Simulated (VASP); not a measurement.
# HfO2 (P-3m1) in VASP: a series of runs

HfO2 is run at these levels: PBE+D3(BJ); tasks: single point, relaxation of cell and atoms.

All numbers are computed with VASP 6.6.1; they aren't measurements. Logs are shortened: lines on timing, memory, paths and dates and some standing lists are left out, and cuts for length are marked.

### Step 1. The cell of the first run

Symmetry: P-3m1, No. 164, trigonal system. The conventional cell has a = 3.108 Å, b = 3.108 Å, c = 4.973 Å, α = 90.00°, β = 90.00°, γ = 120.00°. Hf (site symmetry -3m) has 6 O at 2.19 Å within 2.9 Å. Within 2.9 Å of O (site symmetry 3m) lie 3 Hf at 2.19 Å.

### Step 2. Single point, PBE+D3(BJ)

Input file INCAR:

```
PREC = Accurate ; ENCUT = 520
EDIFF = 1E-6 ; ISMEAR = 0
SIGMA = 0.1 ; LREAL = False
LASPH = True ; NELM = 100
ALGO = Normal ; ISIF = 2
LWAVE = False ; LCHARG = False
GGA = PE ; IVDW = 12
NBANDS = 18
```

Input file KPOINTS:

```
Automatic mesh
0
Gamma
  6 6 4
```

Input file POSCAR:

```
HfO2
1.0
    3.1078040511      0.0000000000      0.0000000000
   -1.5539020255      2.6914372582      0.0000000000
    0.0000000000      0.0000000000      4.9733545608
Hf O
1 2
Direct
    0.0000000000      0.0000000000      0.0000000000
    0.6666666667      0.3333333333      0.7476059866
    0.3333333333      0.6666666667      0.2523940134
```

Potentials or basis: VASP PAW PBE potentials, release 64 (Hf_pv, O).

On the command line:

```bash
$ cat potpaw_PBE.64/Hf_pv/POTCAR potpaw_PBE.64/O/POTCAR > POTCAR
$ mpirun -np 1 vasp_std > vasp.out
```

OUTCAR:

```text
PREC = Accurate
   ENCUT = 520
   EDIFF = 1E-6
   ISMEAR = 0
   LREAL = False
   LASPH = True
   NELM = 100
   ISIF = 2
   GGA = PE
   IVDW = 12
 IVDW          = 12

 ion  position               nearest neighbor table
   1  0.000  0.000  0.000-   2 2.19   3 2.19   3 2.19   2 2.19   2 2.19   3 2.19
   2  0.667  0.333  0.748-   1 2.19   1 2.19   1 2.19
   3  0.333  0.667  0.252-   1 2.19   1 2.19   1 2.19

  LATTYP: Found a hexagonal cell.
 ALAT       =     3.1078040511
 C/A-ratio  =     1.6002793223

  Lattice vectors:

 A1 = (   3.1078040511,   0.0000000000,   0.0000000000)
 A2 = (  -1.5539020255,   2.6914372582,   0.0000000000)
 A3 = (   0.0000000000,   0.0000000000,   4.9733545608)

Analysis of symmetry for initial positions (statically):
=====================================================================
 Subroutine PRICEL returns:
 Original cell was already a primitive cell.

 Routine SETGRP: Setting up the symmetry group for a
 hexagonal supercell.

 Subroutine GETGRP returns: Found 12 space group operations
 (whereof 12 operations were pure point group operations)
 out of a pool of 24 trial point group operations.

The static configuration has the point symmetry D_3d.

Analysis of symmetry for dynamics (positions and initial velocities):
=====================================================================
 Subroutine PRICEL returns:
 Original cell was already a primitive cell.

 Routine SETGRP: Setting up the symmetry group for a
 hexagonal supercell.

 Subroutine GETGRP returns: Found 12 space group operations
 (whereof 12 operations were pure point group operations)
 out of a pool of 24 trial point group operations.

The dynamic configuration has the point symmetry D_3d.

 Subroutine INISYM returns: Found 12 space group operations
 (whereof 12 operations are pure point group operations),
 and found     1 'primitive' translations

----------------------------------------------------------------------------------------

                                     Primitive cell

  volume of cell :      41.5994

  direct lattice vectors                    reciprocal lattice vectors
     3.107804051  0.000000000  0.000000000     0.321770608  0.185774347  0.000000000
    -1.553902026  2.691437258  0.000000000     0.000000000  0.371548695  0.000000000
     0.000000000  0.000000000  4.973354561     0.000000000  0.000000000  0.201071528

  length of vectors
     3.107804051  3.107804051  4.973354561     0.371548695  0.371548695  0.201071528

  position of ions in fractional coordinates (direct lattice)
     0.000000000  0.000000000  0.000000000
     0.666666667  0.333333333  0.747605987
     0.333333333  0.666666667  0.252394013

  ion indices of the primitive-cell ions
   primitive index   ion index
                 1           1
                 2           2
                 3           3

----------------------------------------------------------------------------------------

 KPOINTS: Automatic mesh

Automatic generation of k-mesh.
 Grid dimensions read from file:
 generate k-points for:    6    6    4

 Generating k-lattice:

  Cartesian coordinates                     Fractional coordinates (reciprocal lattice)
     0.053628435  0.030962391  0.000000000     0.166666667  0.000000000  0.000000000
     0.000000000  0.061924782  0.000000000     0.000000000  0.166666667  0.000000000
     0.000000000  0.000000000  0.050267882     0.000000000  0.000000000  0.250000000

  Length of vectors
     0.061924782  0.061924782  0.050267882

  Shift w.r.t. Gamma in fractional coordinates (k-lattice)
     0.000000000  0.000000000  0.000000000

 Subroutine IBZKPT returns following result:
 ===========================================

 Found     24 irreducible k-points:

 Following reciprocal coordinates:
            Coordinates               Weight
  0.000000  0.000000  0.000000      1.000000
  0.166667  0.000000  0.000000      6.000000
  0.333333 -0.000000  0.000000      6.000000
  0.500000  0.000000  0.000000      3.000000
  0.166667  0.166667  0.000000      6.000000
  0.333333  0.166667  0.000000     12.000000
[... 16 lines left out ...]
  0.333333  0.166667  0.500000     12.000000
  0.333333  0.333333  0.500000      2.000000
   k-points           NKPTS =     24   k-points in BZ     NKDIM =     24   number of bands    NBANDS=     18
   number of dos      NEDOS =    301   number of ions     NIONS =      3
   total plane-waves  NPLWV =  23040
   dimension x,y,z NGX =    24 NGY =   24 NGZ =   40
   dimension x,y,z NGXF=    48 NGYF=   48 NGZF=   80
   ions per type =               1   2
   NGX,Y,Z   is equivalent  to a cutoff of  12.84, 12.84, 13.37 a.u.
   NGXF,Y,Z  is equivalent  to a cutoff of  25.68, 25.68, 26.74 a.u.
 SYSTEM =  unknown system
   PREC   = accura    normal or accurate (medium, high low for compatibility)
   ISTART =      0    job   : 0-new  1-cont  2-samecut
   ICHARG =      2    charge: 1-file 2-atom 10-const
   ISPIN  =      1    spin polarized calculation?
   LNONCOLLINEAR =      F non collinear calculations
   LSORBIT =      F    spin-orbit coupling
   LASPH  =      T    aspherical Exc in radial PAW
   ENCUT  =  520.0 eV  38.22 Ry    6.18 a.u.   5.78  5.78  9.25*2*pi/ulx,y,z
   NELM   =    100;   NELMIN=  2; NELMDL= -5     # of ELM steps
   EDIFF  = 0.1E-05   stopping-criterion for ELM
   LREAL  =      F    real-space projection
   EDIFFG = 0.1E-04   stopping-criterion for IOM
   NSW    =      0    number of steps for IOM
   IBRION =     -1    ionic relax: 0-MD 1-quasi-New 2-CG
   NFREE  =      0    steps in history (QN), initial steepest desc. (CG)
   ISIF   =      2    stress and relaxation
   ISYM   =      2    0-nonsym 1-usesym 2-fastsym
   POTIM  = 0.5000    time-step for ionic-motion
   TEBEG  =    0.0;   TEEND  =   0.0 temperature during run
   PSTRESS=    0.0 pullay stress
   NELECT =      22.0000    total number of electrons
   NUPDOWN=      -1.0000    fix difference up-down
   EMIN   =  10.00;   EMAX   =-10.00  energy-range for DOS
   EFERMI =   0.00;   METHOD = LEGACY
   ISMEAR =     0;   SIGMA  =   0.10  broadening in eV -4-tet -1-fermi 0-gaus
   EFERMI_NEDOS =   21; number of points for ismear=-14 and -15
   IALGO  =     38    algorithm
   IMIX   =      4    mixing-type and parameters
     AMIX     =   0.40;   BMIX     =  1.00
     AMIX_MAG =   1.60;   BMIX_MAG =  1.00
  volume/ion in A,a.u.               =      13.87        93.58
  Fermi-wavevector in a.u.,A,eV,Ry     =   1.323894  2.501797 23.846876  1.752696
  Thomas-Fermi vector in A             =   2.453469
   LORBIT       =      0    0 simple, 1 ext, 2 COOP (PROOUT), +10 PAW based schemes
   GGA     = PE    functional components
   LHFCALC =     F    Hartree Fock is set to
   AEXX    =    0.0000 exact exchange contribution
   IVDW    =    12    specifies the selected vdW correction
   LEPSILON=     F    determine dielectric tensor
   LRPA    =     F    only Hartree local field effects (RPA)
 non-spin polarized calculation
 Gauss-broadening in eV      SIGMA  =   0.10
  energy-cutoff  :      520.00
  volume of cell :       41.60
 maximum number of plane-waves:      1134
 NGX is ok and might be reduce to    24
   NGX = 11   NGY = 11   NGZ = 19

 number of electron      21.9999993 magnetization

 Free energy of the ion-electron system (eV)
  ---------------------------------------------------
  ext. energy  EPLUGINS =         0.00000000
  ---------------------------------------------------
  free energy    TOTEN  =       -28.65300244 eV

  energy without entropy =      -28.65300244  energy(sigma->0) =      -28.65300244

 E-fermi :   1.3913     XC(G=0): -10.3579

 val. band max:        0.8741062094   @ k =   0.0000   0.0000   0.0000
 cond. band min:       3.8222761589   @ k =   0.5000   0.0000   0.5000
 fundamental gap:      2.9481699495
 Fermi energy:         1.3912646747

 k-point     1 :       0.0000    0.0000    0.0000
  band No.  band energies     occupation
      1     -28.5379      2.00000
      2     -28.1463      2.00000
      3     -28.1463      2.00000
      4     -16.0131      2.00000
      5     -14.5271      2.00000
      6      -3.2994      2.00000
[... 10 lines left out ...]
     17       9.3273      0.00000
     18      10.8003      0.00000

 k-point     2 :       0.1667    0.0000    0.0000
  band No.  band energies     occupation
      1     -28.4847      2.00000
      2     -28.3859      2.00000
      3     -28.1939      2.00000
      4     -15.6831      2.00000
      5     -14.6937      2.00000
      6      -2.7834      2.00000
[... 10 lines left out ...]
     17       9.6020      0.00000
     18      12.9439      0.00000

 k-point     3 :       0.3333   -0.0000    0.0000
  band No.  band energies     occupation
      1     -28.8376      2.00000
      2     -28.3697      2.00000
      3     -28.2875      2.00000
      4     -15.2787      2.00000
      5     -14.7767      2.00000
      6      -2.5670      2.00000
[... 10 lines left out ...]
     17      10.5810      0.00000
     18      14.9186      0.00000

 k-point     4 :       0.5000    0.0000    0.0000
  band No.  band energies     occupation
      1     -29.0479      2.00000
      2     -28.3336      2.00000
      3     -28.3123      2.00000
      4     -15.3716      2.00000
      5     -14.5195      2.00000
      6      -3.1960      2.00000
[... 10 lines left out ...]
     17      10.8511      0.00000
     18      14.2473      0.00000

 k-point     5 :       0.1667    0.1667    0.0000
  band No.  band energies     occupation
      1     -28.6830      2.00000
      2     -28.4058      2.00000
      3     -28.3069      2.00000
      4     -15.2193      2.00000
      5     -14.9135      2.00000
      6      -1.9997      2.00000
[... 10 lines left out ...]
     17      10.4507      0.00000
     18      14.9599      0.00000

 k-point     6 :       0.3333    0.1667    0.0000
  band No.  band energies     occupation
      1     -28.9331      2.00000
      2     -28.4630      2.00000
      3     -28.3128      2.00000
      4     -15.1689      2.00000
      5     -14.7148      2.00000
      6      -2.6276      2.00000
[... 10 lines left out ...]
     17      12.3052      0.00000
     18      14.7484      0.00000

 k-point     7 :       0.3333    0.3333    0.0000
  band No.  band energies     occupation
      1     -28.7679      2.00000
      2     -28.7679      2.00000
      3     -28.2868      2.00000
      4     -14.8966      2.00000
      5     -14.8966      2.00000
      6      -1.9234      2.00000
[... 10 lines left out ...]
     17      14.3947      0.00000
     18      15.0096      0.00000

 k-point     8 :       0.0000    0.0000    0.2500
  band No.  band energies     occupation
      1     -28.5397      2.00000
      2     -28.1463      2.00000
      3     -28.1463      2.00000
      4     -15.9194      2.00000
      5     -14.6434      2.00000
      6      -2.9656      2.00000
[... 10 lines left out ...]
     17       9.4078      0.00000
     18      10.5787      0.00000
[... 229 lines left out ...]
     17       9.7010      0.00000
     18      11.9576      0.00000

 k-point    20 :       0.3333   -0.0000    0.5000
  band No.  band energies     occupation
      1     -28.8371      2.00000
      2     -28.3717      2.00000
      3     -28.2874      2.00000
      4     -15.3075      2.00000
      5     -14.7367      2.00000
      6      -2.8321      2.00000
[... 10 lines left out ...]
     17      10.4833      0.00000
     18      13.3568      0.00000

 k-point    21 :       0.5000    0.0000    0.5000
  band No.  band energies     occupation
      1     -29.0472      2.00000
      2     -28.3335      2.00000
      3     -28.3138      2.00000
      4     -15.4354      2.00000
      5     -14.4435      2.00000
      6      -3.3466      2.00000
[... 10 lines left out ...]
     17      10.7819      0.00000
     18      13.9432      0.00000

 k-point    22 :       0.1667    0.1667    0.5000
  band No.  band energies     occupation
      1     -28.6825      2.00000
      2     -28.4080      2.00000
      3     -28.3069      2.00000
      4     -15.0648      2.00000
      5     -15.0634      2.00000
      6      -2.3058      2.00000
[... 10 lines left out ...]
     17      10.5481      0.00000
     18      13.1165      0.00000

 k-point    23 :       0.3333    0.1667    0.5000
  band No.  band energies     occupation
      1     -28.9325      2.00000
      2     -28.4628      2.00000
      3     -28.3143      2.00000
      4     -15.2276      2.00000
      5     -14.6537      2.00000
      6      -2.7340      2.00000
[... 10 lines left out ...]
     17      12.2684      0.00000
     18      13.7150      0.00000

 k-point    24 :       0.3333    0.3333    0.5000
  band No.  band energies     occupation
      1     -28.7675      2.00000
      2     -28.7675      2.00000
      3     -28.2881      2.00000
      4     -14.9033      2.00000
      5     -14.9033      2.00000
      6      -1.9430      2.00000
[... 10 lines left out ...]
     17      13.7825      0.00000
     18      14.5818      0.00000

------------------------ aborting loop because EDIFF is reached ----------------------------------------

 Edisp (eV)   -0.55815

 E8    (eV) :    -0.2433

  FORCE on cell =-STRESS in cart. coord.  units (eV):
  Direction    XX          YY          ZZ          XY          YZ          ZX
  --------------------------------------------------------------------------------------
  -------------------------------------------------------------------------------------
  Total      -0.03090    -0.03090    -9.59864    -0.00000    -0.00000    -0.00000
  in kB      -1.19006    -1.19006  -369.68583    -0.00000    -0.00000    -0.00000
  external pressure =     -124.02 kB  Pullay stress =        0.00 kB

 VOLUME and BASIS-vectors are now :
 -----------------------------------------------------------------------------
  energy-cutoff  :      520.00
  volume of cell :       41.60
      direct lattice vectors                 reciprocal lattice vectors
     3.107804051  0.000000000  0.000000000     0.321770608  0.185774347  0.000000000
    -1.553902026  2.691437258  0.000000000     0.000000000  0.371548695  0.000000000
     0.000000000  0.000000000  4.973354561     0.000000000  0.000000000  0.201071528

 POSITION                                       TOTAL-FORCE (eV/Angst)
 -----------------------------------------------------------------------------------
      0.00000      0.00000      0.00000        -0.000000      0.000000      0.000000
      1.55390      0.89715      3.71811         0.000000     -0.000000      3.916790
     -0.00000      1.79429      1.25524         0.000000      0.000000     -3.916790
 -----------------------------------------------------------------------------------
    total drift:                                0.000000     -0.000000     -0.000000

  FREE ENERGIE OF THE ION-ELECTRON SYSTEM (eV)
  ---------------------------------------------------
  free  energy   TOTEN  =       -29.2111529593 eV

  energy  without entropy=      -29.2111529593  energy(sigma->0) =      -29.21115296
```

Run time: 27 s. Hardware: 1 thread of Intel Xeon 8259CL, shared host; peak memory 0.18 GiB.

Results:

```yaml
Free_energy: -29.2112 eV
Pressure: -12.4 GPa
Largest_force: 3.917 eV/Å
Band_gap_on_the_k_mesh: 2.95 eV (least direct gap 3.31 eV)
Dispersion_energy_per_atom: -0.186 eV
```

Forces on the atoms (eV/Å):
```
Hf   0.000  0.000  0.000
O    0.000  0.000  3.917
O    0.000  0.000 -3.917
```

Levels at points of the mesh, in eV from the valence-band top:
```
           k point  band 8  band 9  band 10  band 11  band 12  band 13  band 14  band 15
(0.00, 0.00, 0.00)   -2.43   -0.16    -0.16     0.00     4.60     4.60     4.72     5.73
(0.50, 0.00, 0.00)   -2.06   -1.67    -1.07    -0.75     2.97     7.14     7.51     9.05
(0.00, 0.00, 0.50)   -2.38   -1.43    -0.26    -0.26     4.56     4.56     5.17     6.86
(0.50, 0.00, 0.50)   -2.18   -1.89    -0.53    -0.36     2.95     7.24     7.51     8.81
```

Caveat: the cell stands under tension; spin-orbit coupling is left out, which moves the levels of the heavy elements; forces of over 1 eV/Å act on the atoms, so gaps and moduli don't describe the material at rest.

### Step 3. Single point, PBE+D3(BJ)

This run uses another cell than the first one, of 14.15 Å³/atom.

Input file INCAR:

```
SYSTEM = HfO2
PREC = Accurate ; ENCUT = 520
EDIFF = 1E-6 ; ISMEAR = 0
SIGMA = 0.1 ; LREAL = .False.
LASPH = .True. ; NELM = 60
ALGO = Normal ; ISIF = 2
LWAVE = .False. ; LCHARG = .False.
GGA = PE ; IVDW = 12
NBANDS = 18
```

Input file KPOINTS:

```
regular mesh
0
Gamma
  6 6 4
  0 0 0
```

Input file POSCAR:

```
HfO2
1.0
    3.2401081350      0.0000000000      0.0000000000
   -1.6200540675      2.8060159559      0.0000000000
    0.0000000000      0.0000000000      4.6681540886
Hf O
1 2
Direct
    0.0000000000      0.0000000000      0.0000000000
    0.6666666667      0.3333333333      0.7917909293
    0.3333333333      0.6666666667      0.2082090707
```

Potentials or basis: VASP PAW PBE potentials, release 64 (Hf_pv, O).

On the command line:

```bash
$ cat potpaw_PBE.64/Hf_pv/POTCAR potpaw_PBE.64/O/POTCAR > POTCAR
$ mpirun -np 1 vasp_std > vasp.out
```

Run time: 26 s. Hardware: 1 thread of Intel Xeon 8259CL, shared host; peak memory 0.17 GiB.

It converged, with:

```
Free energy                : -30.3448 eV
Pressure                   : -2.6 GPa
Largest force              : 0.209 eV/Å
Band gap on the k mesh     : 4.54 eV (least direct gap 4.96 eV)
Dispersion energy per atom : -0.182 eV
```

Forces in eV/Å, atoms in the order of the input:
```
Hf   0.000  0.000  0.000
O    0.000  0.000  0.209
O    0.000  0.000 -0.209
```

Stress tensor (GPa, compression positive):
```
-2.99  0.00  0.00
 0.00 -2.99  0.00
 0.00  0.00 -1.70
```

Levels at points of the mesh, in eV from the valence-band top:
| k point | band 7 | band 8 | band 9 | band 10 | band 11 | band 12 | band 13 | band 14 | band 15 | band 16 |
| --- | --- | --- | --- | --- | --- | --- | --- | --- | --- | --- |
| (0.00, 0.00, 0.00) | -3.66 | -3.66 | -0.31 | -0.31 | -0.07 | 5.10 | 5.10 | 5.19 | 7.77 | 10.42 |
| (0.50, 0.00, 0.00) | -2.54 | -1.66 | -1.52 | -1.13 | -0.83 | 4.54 | 5.85 | 7.09 | 9.85 | 10.65 |
| (0.00, 0.00, 0.50) | -3.62 | -2.87 | -1.32 | -0.38 | -0.38 | 5.01 | 5.01 | 6.14 | 8.65 | 9.09 |
| (0.50, 0.00, 0.50) | -2.67 | -2.13 | -1.21 | -0.99 | -0.19 | 4.94 | 6.19 | 7.06 | 9.57 | 10.27 |

Caveat: spin-orbit coupling is left out, which moves the levels of the heavy elements. A k mesh can miss the band edges.

[end of part 1 of 2]
